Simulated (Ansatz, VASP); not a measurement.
# One calculation of LiF, two programs

POSCAR

```
LiF
1.0
    0.0000000000      2.1650500000      2.0140000000
    2.0140000000      0.0000000000      2.0140000000
    2.0140000000      2.1650500000      0.0000000000
Li F
1 1
Direct
    0.0000000000      0.0000000000      0.0000000000
    0.5000000000      0.5000000000      0.5000000000
```

INCAR.step1

```
SYSTEM = LiF
ALGO = Normal
EDIFF = 1E-4
ENCUT = 520
GGA = PE
ISMEAR = 0
LASPH = .TRUE.
LCHARG = .FALSE.
LREAL = .FALSE.
LWAVE = .TRUE.
NBANDS = 12
NELM = 80
PREC = Accurate
SIGMA = 0.05
```

File INCAR.step2:

```
SYSTEM = LiF
ALGO = Normal
EDIFF = 1E-6
ENCUT = 520
ISIF = 2
ISMEAR = 0
ISTART = 1
LASPH = .TRUE.
LCHARG = .TRUE.
LELF = .TRUE.
LMIXTAU = .TRUE.
LREAL = .FALSE.
LVHAR = .TRUE.
LWAVE = .FALSE.
METAGGA = R2SCAN
NBANDS = 12
NELM = 80
PREC = Accurate
SIGMA = 0.05
```

File KPOINTS:

```
k-points
0
G
  10 10 10
  0 0 0
```

Input for Ansatz:

```yaml
crystal:
  lattice:
    - [0.0, 2.16505, 2.014]
    - [2.014, 0.0, 2.014]
    - [2.014, 2.16505, 0.0]
  atoms:
    - { symbol: Li, position: [0.0, 0.0, 0.0] }
    - { symbol: F, position: [0.5, 0.5, 0.5] }
basis:
  ecutwfc: 500
kpoints:
  mp_grid: { grid: [10, 10, 10] }
hamiltonian:
  xc: r2scan
scf:
  occupations: { method: gaussian, width: 0.05 }
output:
  forces: true
  stress: true
  eigenvalues: true
```

Change from the starting cell: strain +0.0750 x Voigt [0, 1, 0, 0, 0, 0], atoms carried along.

Alike in both runs: task single point; functional r2SCAN; k mesh 10 × 10 × 10; occupations gaussian, width 0.05 eV; no spin polarisation.

```csv
,VASP,Ansatz
version,VASP 6.6.1,Ansatz 0.2.0
potentials or method,"VASP PAW PBE potentials, release 64 (Li_sv, F), cutoff 520 eV","scalar-relativistic, plane waves, PAW"
valence electrons in the cell,10,10
```

VASP gave:

* gap on the k mesh at the Fermi level (eV): 9.50
* least direct gap on the mesh (eV): 9.50

Which values does Ansatz return?

gap on the k mesh at the Fermi level (eV): 9.33; least direct gap on the mesh (eV): 9.33.

VASP's potentials were made for PBE, not for r2SCAN. The functional is the same, so the differences come from potentials, cutoffs and numerics.

Noted on VASP's run: the cutoff is short for stress, so the pressure is rough.
